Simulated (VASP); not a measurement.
Ti2Hg:

```
Ti Hg
1.0
     2.95302    0.00000    0.00000
     0.00000    2.95302    0.00000
     0.00000    0.00000    5.64198
Ti Hg
2 1
Direct
  0.50000 0.50000 0.27000
  0.50000 0.50000 0.73000
  0.00000 0.00000 0.00000
```

The cell was generated, and may not be a known phase.

| Item | Value |
| --- | --- |
| Program | VASP 6.6.1 |
| Task | relaxation of cell and atoms |
| Functional | PBE |
| Potentials or basis | VASP PAW PBE potentials, release 64 (Ti_sv, Hg) |
| Cutoff | 600 eV |
| k mesh | 6 × 6 × 4 |
| Occupations | gaussian, width 0.1 eV |
| Spin | no spin polarisation |

At the start: pressure 40.6 GPa; volume 16.40 Å³/atom.

Question: How do energy, volume and symmetry change on relaxing?

Answer: Over 13 steps the energy falls by 691.0 meV/atom and the volume is 19.24 Å³/atom (+17.3 %); space group P4/mmm (No. 123, to 0.1 Å) before and after.

Step by step:
```
step  energy change (eV)  largest force (eV/Å)  pressure (GPa)  volume (Å³)
   1              0.0000                4.1072           40.63        49.20
   2             -0.2740                0.0859          -14.00        85.13
   3             -1.6807                0.5585           -3.43        63.64
   4             -1.6888                0.6453           -2.29        62.79
   5             -1.6901                0.7070           -1.46        62.22
   6             -1.8194                0.6534           -1.22        61.22
   7             -2.0438                0.3536            0.93        57.88
   8             -2.0541                0.2310            2.40        56.53
   9             -2.0569                0.2847            1.93        56.91
  10             -2.0532                0.0441           -2.68        59.50
  11             -2.0678                0.1215           -0.36        58.08
  12             -2.0718                0.0553           -0.19        57.88
  13             -2.0730                0.0046            0.01        57.71
```

Final structure:
```
CELL_PARAMETERS angstrom
2.90730 0.00000 0.00000
0.00000 2.90730 0.00000
0.00000 0.00000 6.82730
ATOMIC_POSITIONS crystal
Ti 0.50000 0.50000 0.31855
Ti 0.50000 0.50000 0.68145
Hg 0.00000 0.00000 0.00000
```

Caveat: the volume moved by over 15 % at a fixed basis, so the end points are rough.
